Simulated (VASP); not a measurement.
# SnO2 (I4/mmm) in VASP: single point with r2SCAN

Aim: the single point of SnO2 with r2SCAN.

Program: VASP 6.6.1. These are calculated values, not measurements. Logs are shortened: lines on timing, memory, paths and dates and some standing lists are left out, and cuts for length are marked.

### 1 The cell of the first run

It takes space group I4/mmm (No. 139, tetragonal). Conventional cell: a = 3.583 Å, b = 3.583 Å, c = 4.980 Å, α = 90.00°, β = 90.00°, γ = 90.00°. Sn (site symmetry 4/mmm) has 8 O at 2.18 Å within 2.9 Å. Within 2.9 Å of O (site symmetry -4m2) lie 4 Sn at 2.18 Å and 6 O at 2.49 to 2.53 Å.

### 2 Single point, r2SCAN (uniaxial z strain -1.7%)

POSCAR

```
SnO2
1.0
    0.0000000000      2.5334669704      2.4898913385
    2.5334669704      0.0000000000      2.4898913385
    2.5334669704      2.5334669704      0.0000000000
Sn O
1 2
Direct
    0.0000000000      0.0000000000      0.0000000000
    0.2500000000      0.2500000000      0.2500000000
    0.7500000000      0.7500000000      0.7500000000
```

INCAR.step1

```
PREC     = Accurate       # precision mode
ENCUT    = 520            # plane-wave cutoff, eV
ISMEAR   = 0              # smearing method
SIGMA    = 0.01           # smearing width, eV
LREAL    = False          # projectors in reciprocal space
LASPH    = True           # aspherical terms in the spheres
NELM     = 100            # most SCF steps
NBANDS   = 20             # bands
GGA      = PE             # functional
ALGO     = Normal         # electronic algorithm
EDIFF    = 1E-4           # SCF threshold, eV
LWAVE    = True           # write WAVECAR
LCHARG   = False          # write CHGCAR
```

INCAR.step2

```
PREC     = Accurate       # precision mode
ENCUT    = 520            # plane-wave cutoff, eV
EDIFF    = 1E-6           # SCF threshold, eV
ISMEAR   = 0              # smearing method
SIGMA    = 0.01           # smearing width, eV
LREAL    = False          # projectors in reciprocal space
LASPH    = True           # aspherical terms in the spheres
NELM     = 100            # most SCF steps
ALGO     = Normal         # electronic algorithm
ISIF     = 2              # what is computed and relaxed
LWAVE    = False          # write WAVECAR
LCHARG   = False          # write CHGCAR
METAGGA  = R2SCAN         # meta-GGA
LMIXTAU  = True         
NBANDS   = 20             # bands
ISTART   = 1
```

KPOINTS

```
regular mesh
0
Gamma
  8 8 8
```

Potentials or basis: VASP PAW PBE potentials, release 64 (Sn_d, O).

Run with:

```bash
$ cat potpaw_PBE.64/Sn_d/POTCAR potpaw_PBE.64/O/POTCAR > POTCAR
$ cp INCAR.step1 INCAR
$ mpirun -np 1 vasp_std > vasp.out
$ cp INCAR.step2 INCAR
$ mpirun -np 1 vasp_std > vasp.out
```

OUTCAR:

```text
PREC = Accurate
   ENCUT = 520
   EDIFF = 1E-6
   ISMEAR = 0
   LREAL = False
   LASPH = True
   NELM = 100
   ISIF = 2
   METAGGA = R2SCAN
   ISTART = 1

 ion  position               nearest neighbor table
   1  0.000  0.000  0.000-   3 2.18   3 2.18   3 2.18   2 2.18   3 2.18   2 2.18   2 2.18   2 2.18

   2  0.250  0.250  0.250-   1 2.18   1 2.18   1 2.18   1 2.18
   3  0.750  0.750  0.750-   1 2.18   1 2.18   1 2.18   1 2.18

  LATTYP: Found a body centered tetragonal cell.
 ALAT       =     3.5828633494
 C/A-ratio  =     1.3898890891

  Lattice vectors:

 A1 = (   0.0000000000,  -2.5334669704,  -2.4898913385)
 A2 = (   0.0000000000,   2.5334669704,  -2.4898913385)
 A3 = (   2.5334669704,   0.0000000000,   2.4898913385)

Analysis of symmetry for initial positions (statically):
=====================================================================
 Subroutine PRICEL returns:
 Original cell was already a primitive cell.

 Routine SETGRP: Setting up the symmetry group for a
 body centered tetragonal supercell.

 Subroutine GETGRP returns: Found 16 space group operations
 (whereof 16 operations were pure point group operations)
 out of a pool of 16 trial point group operations.

The static configuration has the point symmetry D_4h.

Analysis of symmetry for dynamics (positions and initial velocities):
=====================================================================
 Subroutine PRICEL returns:
 Original cell was already a primitive cell.

 Routine SETGRP: Setting up the symmetry group for a
 body centered tetragonal supercell.

 Subroutine GETGRP returns: Found 16 space group operations
 (whereof 16 operations were pure point group operations)
 out of a pool of 16 trial point group operations.

The dynamic configuration has the point symmetry D_4h.

 Subroutine INISYM returns: Found 16 space group operations
 (whereof 16 operations are pure point group operations),
 and found     1 'primitive' translations

----------------------------------------------------------------------------------------

                                     Primitive cell

  volume of cell :      31.9625

  direct lattice vectors                    reciprocal lattice vectors
     0.000000000  2.533466970  2.489891339    -0.197358010  0.197358010  0.200811976
     2.533466970  0.000000000  2.489891339     0.197358010 -0.197358010  0.200811976
     2.533466970  2.533466970  0.000000000     0.197358010  0.197358010 -0.200811976

  length of vectors
     3.552184366  3.552184366  3.582863349     0.343839815  0.343839815  0.343839815

  position of ions in fractional coordinates (direct lattice)
     0.000000000  0.000000000  0.000000000
     0.250000000  0.250000000  0.250000000
     0.750000000  0.750000000  0.750000000

  ion indices of the primitive-cell ions
   primitive index   ion index
                 1           1
                 2           2
                 3           3

----------------------------------------------------------------------------------------

 KPOINTS: regular mesh

Automatic generation of k-mesh.
 Grid dimensions read from file:
 generate k-points for:    8    8    8

 Generating k-lattice:

  Cartesian coordinates                     Fractional coordinates (reciprocal lattice)
    -0.024669751  0.024669751  0.025101497     0.125000000  0.000000000  0.000000000
     0.024669751 -0.024669751  0.025101497     0.000000000  0.125000000  0.000000000
     0.024669751  0.024669751 -0.025101497     0.000000000  0.000000000  0.125000000

  Length of vectors
     0.042979977  0.042979977  0.042979977

  Shift w.r.t. Gamma in fractional coordinates (k-lattice)
     0.000000000  0.000000000  0.000000000

 Subroutine IBZKPT returns following result:
 ===========================================

 Found     59 irreducible k-points:

 Following reciprocal coordinates:
            Coordinates               Weight
  0.000000  0.000000  0.000000      1.000000
  0.125000  0.000000  0.000000      8.000000
  0.250000  0.000000  0.000000      8.000000
  0.375000  0.000000  0.000000      8.000000
  0.500000  0.000000  0.000000      4.000000
  0.125000  0.125000  0.000000      2.000000
[... 16 lines left out ...]
  0.250000  0.000000  0.125000     16.000000
  0.375000  0.000000  0.125000     16.000000
 [... further k-points ...]
   k-points           NKPTS =     59   k-points in BZ     NKDIM =     59   number of bands    NBANDS=     20
   number of dos      NEDOS =    301   number of ions     NIONS =      3
   total plane-waves  NPLWV =  21952
   dimension x,y,z NGX =    28 NGY =   28 NGZ =   28
   dimension x,y,z NGXF=    56 NGYF=   56 NGZF=   56
   ions per type =               1   2
   NGX,Y,Z   is equivalent  to a cutoff of  13.10, 13.10, 12.99 a.u.
   NGXF,Y,Z  is equivalent  to a cutoff of  26.21, 26.21, 25.98 a.u.
 SYSTEM =  unknown system
   PREC   = accura    normal or accurate (medium, high low for compatibility)
   ISTART =      1    job   : 0-new  1-cont  2-samecut
   ICHARG =      0    charge: 1-file 2-atom 10-const
   ISPIN  =      1    spin polarized calculation?
   LNONCOLLINEAR =      F non collinear calculations
   LSORBIT =      F    spin-orbit coupling
   LASPH  =      T    aspherical Exc in radial PAW
   ENCUT  =  520.0 eV  38.22 Ry    6.18 a.u.   6.60  6.60  6.66*2*pi/ulx,y,z
   NELM   =    100;   NELMIN=  2; NELMDL=  0     # of ELM steps
   EDIFF  = 0.1E-05   stopping-criterion for ELM
   LREAL  =      F    real-space projection
   EDIFFG = 0.1E-04   stopping-criterion for IOM
   NSW    =      0    number of steps for IOM
   IBRION =     -1    ionic relax: 0-MD 1-quasi-New 2-CG
   NFREE  =      0    steps in history (QN), initial steepest desc. (CG)
   ISIF   =      2    stress and relaxation
   ISYM   =      2    0-nonsym 1-usesym 2-fastsym
   POTIM  = 0.5000    time-step for ionic-motion
   TEBEG  =    0.0;   TEEND  =   0.0 temperature during run
   PSTRESS=    0.0 pullay stress
   NELECT =      26.0000    total number of electrons
   NUPDOWN=      -1.0000    fix difference up-down
   EMIN   =  10.00;   EMAX   =-10.00  energy-range for DOS
   EFERMI =   0.00;   METHOD = LEGACY
   ISMEAR =     0;   SIGMA  =   0.01  broadening in eV -4-tet -1-fermi 0-gaus
   EFERMI_NEDOS =   21; number of points for ismear=-14 and -15
   IALGO  =     38    algorithm
   IMIX   =      4    mixing-type and parameters
     AMIX     =   0.40;   BMIX     =  1.00
     AMIX_MAG =   1.60;   BMIX_MAG =  1.00
  volume/ion in A,a.u.               =      10.65        71.90
  Fermi-wavevector in a.u.,A,eV,Ry     =   1.528219  2.887916 31.775780  2.335454
  Thomas-Fermi vector in A             =   2.636008
   LORBIT       =      0    0 simple, 1 ext, 2 COOP (PROOUT), +10 PAW based schemes
   METAGGA = R2SCAN    functional components
   LHFCALC =     F    Hartree Fock is set to
   AEXX    =    0.0000 exact exchange contribution
   IVDW    =     0    specifies the selected vdW correction
   LEPSILON=     F    determine dielectric tensor
   LRPA    =     F    only Hartree local field effects (RPA)
 non-spin polarized calculation
 Gauss-broadening in eV      SIGMA  =   0.01
  energy-cutoff  :      520.00
  volume of cell :       31.96
 maximum number of plane-waves:       889
 NGX is ok and might be reduce to    28
   NGX = 13   NGY = 13   NGZ = 13

 number of electron      25.9999995 magnetization

 Free energy of the ion-electron system (eV)
  ---------------------------------------------------
  ext. energy  EPLUGINS =         0.00000000
  ---------------------------------------------------
  free energy    TOTEN  =       -41.45806014 eV

  energy without entropy =      -41.45806014  energy(sigma->0) =      -41.45806014

 E-fermi :   8.1276     XC(G=0): -12.8710

 val. band max:        8.0295740861   @ k =  -0.2500   0.5000   0.2500
 cond. band min:       8.9994680335   @ k =   0.0000   0.0000   0.0000
 fundamental gap:      0.9698939473
 Fermi energy:         8.1275741016

 k-point     1 :       0.0000    0.0000    0.0000
  band No.  band energies     occupation
      1     -13.1884      2.00000
      2     -13.1884      2.00000
      3     -13.1692      2.00000
      4     -12.9903      2.00000
      5     -12.9744      2.00000
      6     -12.8846      2.00000
[... 12 lines left out ...]
     19      24.0656      0.00000
     20      24.5705      0.00000

 k-point     2 :       0.1250    0.0000    0.0000
  band No.  band energies     occupation
      1     -13.2842      2.00000
      2     -13.1746      2.00000
      3     -13.1617      2.00000
      4     -12.9863      2.00000
      5     -12.9746      2.00000
      6     -12.7086      2.00000
[... 12 lines left out ...]
     19      24.1390      0.00000
     20      24.6191      0.00000

 k-point     3 :       0.2500    0.0000    0.0000
  band No.  band energies     occupation
      1     -13.5389      2.00000
      2     -13.1468      2.00000
      3     -13.1351      2.00000
      4     -12.9808      2.00000
      5     -12.9689      2.00000
      6     -12.1506      2.00000
[... 12 lines left out ...]
     19      24.6977      0.00000
     20      25.1282      0.00000

 k-point     4 :       0.3750    0.0000    0.0000
  band No.  band energies     occupation
      1     -13.7714      2.00000
      2     -13.1296      2.00000
      3     -13.1193      2.00000
      4     -12.9651      2.00000
      5     -12.9520      2.00000
      6     -11.3328      2.00000
[... 429 lines left out ...]
 k-point    23 :       0.2500    0.0000    0.1250
  band No.  band energies     occupation
      1     -13.4701      2.00000
      2     -13.1811      2.00000
      3     -13.1235      2.00000
      4     -12.9955      2.00000
      5     -12.9663      2.00000
      6     -12.2609      2.00000
[... 12 lines left out ...]
     19      24.8542      0.00000
     20      26.0374      0.00000

 k-point    24 :       0.3750    0.0000    0.1250
  band No.  band energies     occupation
      1     -13.6781      2.00000
      2     -13.2081      2.00000
      3     -13.1036      2.00000
      4     -12.9931      2.00000
      5     -12.9540      2.00000
      6     -11.5018      2.00000
[... 12 lines left out ...]
     19      24.9788      0.00000
     20      26.9510      0.00000

 [... further k-points ...]

------------------------ aborting loop because EDIFF is reached ----------------------------------------

  FORCE on cell =-STRESS in cart. coord.  units (eV):
  Direction    XX          YY          ZZ          XY          YZ          ZX
  --------------------------------------------------------------------------------------
  -------------------------------------------------------------------------------------
  Total        0.5353622      0.5353622      2.2940080      0.0000000     -0.0000000      0.0000000
  in kB       26.8359752     26.8359752    114.9912067      0.0000000     -0.0000000      0.0000000
  external PRESSURE =      56.2210523 kB  Pullay stress =       0.0000000 kB

 VOLUME and BASIS-vectors are now :
 -----------------------------------------------------------------------------
  energy-cutoff  :      520.00
  volume of cell :       31.96
      direct lattice vectors                 reciprocal lattice vectors
     0.000000000  2.533466970  2.489891339    -0.197358010  0.197358010  0.200811976
     2.533466970  0.000000000  2.489891339     0.197358010 -0.197358010  0.200811976
     2.533466970  2.533466970  0.000000000     0.197358010  0.197358010 -0.200811976

 POSITION                                       TOTAL-FORCE (eV/Angst)
 -----------------------------------------------------------------------------------
      0.00000      0.00000      0.00000         0.000000     -0.000000     -0.000000
      1.26673      1.26673      1.24495         0.000000      0.000000      0.000000
      3.80020      3.80020      3.73484        -0.000000      0.000000     -0.000000
 -----------------------------------------------------------------------------------
    total drift:                                0.000000     -0.000000      0.000000

  FREE ENERGIE OF THE ION-ELECTRON SYSTEM (eV)
  ---------------------------------------------------
  free  energy   TOTEN  =       -41.4580601385 eV

  energy  without entropy=      -41.4580601385  energy(sigma->0) =      -41.45806014
```

Wall time 3.5 min (1 thread of Intel Xeon 8259CL, shared host); peak memory 0.19 GiB.

Results:

```
Free energy            : -41.4581 eV
Pressure               : 5.6 GPa
Band gap on the k mesh : 0.97 eV (least direct gap 2.30 eV)
```

Caveat: the cell differs from its parent crystal (uniaxial z strain -1.7%); the cell stands under pressure; the PAW data sets were made with another functional, which shifts forces and pressure a little; spin-orbit coupling is left out, which moves the levels of the heavy elements.
